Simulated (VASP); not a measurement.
Wanted: the native input for a VASP 6.6.1 run.

- Task: single point
- Functional: r2SCAN
- Dispersion: rVV10
- Potentials or basis: VASP PAW PBE potentials, release 64 (Zn)
- Cutoff: 520 eV
- k mesh: 18 × 18 × 10
- Occupations: gaussian, width 0.1 eV
- Spin: no spin polarisation
- Dipole correction: no
- Further INCAR settings: ALGO = Normal; EDIFF = 1e-07; NBANDS = 19

Zn:

```
CELL_PARAMETERS angstrom
2.58904 0.00000 0.00000
-1.29452 2.24217 0.00000
0.00000 0.00000 4.91458
ATOMIC_POSITIONS crystal
Zn 0.33333 0.66667 0.25000
Zn 0.66667 0.33333 0.75000
```

One way to write it, as run:

POSCAR

```
Zn
1.0
    2.5890351457      0.0000000000      0.0000000000
   -1.2945175729      2.2421702075      0.0000000000
    0.0000000000      0.0000000000      4.9145839975
Zn
2
Direct
    0.3333333333      0.6666666667      0.2500000000
    0.6666666667      0.3333333333      0.7500000000
```

INCAR.step1

```
SYSTEM = Zn
ALGO = Normal
EDIFF = 1E-4
ENCUT = 520
GGA = PE
ISMEAR = 0
LASPH = .TRUE.
LCHARG = .FALSE.
LREAL = .FALSE.
LWAVE = .TRUE.
NBANDS = 19
NELM = 60
PREC = Accurate
SIGMA = 0.1
```

INCAR.step2

```
SYSTEM = Zn
ALGO = Normal
BPARAM = 11.95
CPARAM = 0.0093
EDIFF = 1E-7
ENCUT = 520
ISIF = 2
ISMEAR = 0
ISTART = 1
IVDW_NL = 2
LASPH = .TRUE.
LCHARG = .FALSE.
LMIXTAU = .TRUE.
LREAL = .FALSE.
LUSE_VDW = .TRUE.
LWAVE = .FALSE.
METAGGA = R2SCAN
NBANDS = 19
NELM = 60
PREC = Accurate
SIGMA = 0.1
```

KPOINTS

```
k-points
0
G
  18 18 10
  0 0 0
```

Potentials or basis: VASP PAW PBE potentials, release 64 (Zn).

Launch:

```bash
$ cat potpaw_PBE.64/Zn/POTCAR > POTCAR
$ cp INCAR.step1 INCAR
$ mpirun -np 1 vasp_std > vasp.out
$ cp INCAR.step2 INCAR
$ mpirun -np 1 vasp_std > vasp.out
```

Results of the run:

* Pressure: 0.6 GPa
* Band gap on the k mesh: zero (band 12 reaches 5.20 eV, above the bottom of band 13 at 0.08 eV)

Caveat: the PAW data sets were made with another functional, which shifts forces and pressure a little.

Wall time 5.1 min on 1 thread of Intel(R) Xeon(R) Platinum 8488C (Sapphire Rapids), with other jobs on the host, peak memory 0.29 GiB.
